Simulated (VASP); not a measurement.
Wanted: the native input for a VASP 6.6.1 run.

| Quantity | Value |
| --- | --- |
| Task | single point |
| Functional | PBE |
| Potentials or basis | VASP PAW PBE potentials, release 64 (Ag) |
| Cutoff | 520 eV |
| k mesh | 26 × 26 × 26 |
| Occupations | gaussian, width 0.1 eV |
| Spin | no spin polarisation |
| Dipole correction | no |
| Further INCAR settings | ALGO = Fast; EDIFF = 1e-07; NBANDS = 12 |

The structure of Ag lies in POSCAR:

```
Ag
1.0
   -1.4665067693      1.4665067693      2.0733105035
    1.4665067693     -1.4665067693      2.0733105035
    1.4665067693      1.4665067693     -2.0733105035
Ag
1
Direct
    0.0000000000      0.0000000000      0.0000000000
```

These files were run (other wordings do the same):

INCAR

```
SYSTEM = Ag
  ALGO = Fast
  EDIFF = 1E-7
  ENCUT = 520
  GGA = PE
  ISIF = 2
  ISMEAR = 0
  LASPH = .True.
  LCHARG = .False.
  LREAL = .False.
  LWAVE = .False.
  NBANDS = 12
  NELM = 80
  PREC = Accurate
  SIGMA = 0.1
```

KPOINTS

```
k-points
0
Gamma
  26 26 26
  0 0 0
```

Potentials or basis: VASP PAW PBE potentials, release 64 (Ag).

The run is started by

```console
$ cat potpaw_PBE.64/Ag/POTCAR > POTCAR
$ mpirun -np 1 vasp_std > vasp.out
```

Results of the run:

| Item | Value |
| --- | --- |
| Pressure | -0.1 GPa |
| Band gap on the k mesh | zero (an odd number of electrons rules out a gap without spin polarisation) |

Run time: 6.9 min on 1 thread of Intel Xeon 8259CL (shared host), peak memory 0.39 GiB.
